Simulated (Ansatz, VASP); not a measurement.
Two plane-wave programs on Al2Cu

```
Al Cu
1.0
    -3.02604    3.02604    2.44167
     3.02604   -3.02604    2.44167
     3.02604    3.02604   -2.44167
Al Cu
4 2
Cartesian
  0.9606 2.0654 0.0000
  3.9866 0.9606 0.0000
  -0.9606 2.0654 2.4417
  2.0654 0.9606 2.4417
  0.0000 0.0000 3.6625
  0.0000 0.0000 1.2208
```

Alike in both runs: task relaxation of cell and atoms; functional PBE; k mesh 10 × 10 × 10; occupations fermi-dirac, width 0.15 eV; no spin polarisation.

|  | VASP | Ansatz |
| --- | --- | --- |
| version | VASP 6.6.1 | Ansatz 0.2.0 |
| potentials or method | VASP PAW PBE potentials, release 64 (Al, Cu), cutoff 600 eV | scalar-relativistic, plane waves, PAW |
| valence electrons in the cell | 34 | 50 |

|  | VASP | Ansatz | Ansatz less VASP |
| --- | --- | --- | --- |
| gap on the k mesh at the Fermi level, each at its own relaxed structure (eV) | none | none | - |
| relaxed volume (Å³/atom) | 14.95 | 14.92 | -0.034 |
| relaxed cell length with the largest relative difference (Å) | 4.932 | 4.929 | -0.0036 |

A gap of «none» marks a metal or a gap that the smearing closes. VASP's potentials hold 34 valence electrons a cell and Ansatz's 50, so a difference there can come from the potentials and not from the codes.
